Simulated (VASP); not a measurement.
Wanted: the native input for a VASP 6.6.1 run.

- Task: electric field gradients
- Functional: PBEsol
- Potentials or basis: VASP PAW PBE potentials, release 64 (Sn_d, Se)
- Cutoff: 520 eV
- k mesh: 7 × 7 × 7
- Occupations: fermi-dirac, width 0.01 eV
- Spin: no spin polarisation
- Dipole correction: no
- Further INCAR settings: ALGO = Normal; EDIFF = 1e-08; NBANDS = 17

The structure of SnSe lies in POSCAR:

```
SnSe
1.0
    0.0000000000      3.0702000000      3.0100000000
    3.0702000000      0.0000000000      3.0100000000
    3.0702000000      3.0702000000      0.0000000000
Sn Se
1 1
Direct
    0.0000000000      0.0000000000      0.0000000000
    0.5000000000      0.5000000000      0.5000000000
```

This cell differs from its parent crystal: equal xx and yy strain of +2 %.

One way to write it, as run:

INCAR

```
SYSTEM = SnSe
  PREC = Accurate
  ENCUT = 520
  EDIFF = 1E-8
  ISMEAR = -1
  SIGMA = 0.01
  LREAL = .False.
  LASPH = .True.
  NELM = 100
  ALGO = Normal
  ISIF = 2
  LWAVE = .False.
  LCHARG = .False.
  GGA = PS
  LEFG = .True.
  NBANDS = 17
```

KPOINTS

```
Automatic mesh
0
Gamma
  7 7 7
  0 0 0
```

Potentials or basis: VASP PAW PBE potentials, release 64 (Sn_d, Se).

Run with:

```bash
$ cat potpaw_PBE.64/Sn_d/POTCAR potpaw_PBE.64/Se/POTCAR > POTCAR
$ mpirun -np 1 vasp_std > vasp.out
```

Results of the run:

* Pressure: -3.6 GPa
* Band gap on the k mesh: 0.74 eV (least direct gap 0.76 eV)
* Largest electric field gradient by atom: Sn -26.8; Se -2.6 V/Å²

Caveat: the cell differs from its parent crystal (equal xx and yy strain of +2 %); the cell stands under tension; without QUAD_EFG the Cq values of the log hold for a quadrupole moment of 1 mb, not for the nuclei; the PAW data sets were made with another functional, which shifts forces and pressure a little; spin-orbit coupling is left out, which moves the levels of the heavy elements; an odd mesh through Γ misses points on the zone boundary, where band edges can lie.

Wall time 55 s on 1 thread of Intel Xeon 8259CL (shared host), peak memory 0.2 GiB.
